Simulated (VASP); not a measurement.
Write the native input for VASP 6.6.1 that does the following.

```yaml
Task: single point
Functional: PBE
Potentials_or_basis: VASP PAW PBE potentials, release 64 (Al, Au)
Cutoff: 500 eV
k_mesh: 7 × 7 × 7
Occupations: gaussian, width 0.3 eV
Spin: collinear spin, zero start
Starting_moments: "[0.0, 0.0, 0.0] μB"
Dipole_correction: no
Further_INCAR_settings: ALGO = Normal; EDIFF = 1e-06; NBANDS = 20
```

The structure of Al2Au lies in POSCAR:

```
Al2Au
1.0
    0.0000000000      3.0000000000      3.0000000000
    3.0000000000      0.0000000000      3.0000000000
    3.0000000000      3.0000000000      0.0000000000
Al Au
2 1
Direct
    0.2500000000      0.2500000000      0.2500000000
    0.7500000000      0.7500000000      0.7500000000
    0.0000000000      0.0000000000      0.0000000000
```

One way to write it, as run:

INCAR

```
SYSTEM = Al2Au
ALGO = Normal
EDIFF = 1E-6
ENCUT = 500
GGA = PE
GGA_COMPAT = .FALSE.
ISIF = 2
ISMEAR = 0
ISPIN = 2
LASPH = .TRUE.
LCHARG = .FALSE.
LMAXMIX = 4
LORBIT = 11
LREAL = .FALSE.
LWAVE = .FALSE.
MAGMOM = 0 0 0
NBANDS = 20
NELM = 200
PREC = Accurate
SIGMA = 0.3
```

KPOINTS

```
k-points
0
G
  7 7 7
  0 0 0
```

Potentials or basis: VASP PAW PBE potentials, release 64 (Al, Au).

Launch:

```bash
$ cat potpaw_PBE.64/Al/POTCAR potpaw_PBE.64/Au/POTCAR > POTCAR
$ mpirun -np 1 vasp_std > vasp.out
```

It gave:

```yaml
Pressure: 3.2 GPa
Net_moment: 0.00 μB per cell
Valence_electrons_inside_the_program's_atomic_spheres: Al 0.75; Au 10.00
```

Caveat: the cell stands under pressure; so wide a smearing shifts energies and pressures.

It used 28 s of CPU time on 1 thread of AMD EPYC 7R13 Processor (Zen 3), with other jobs on the host.
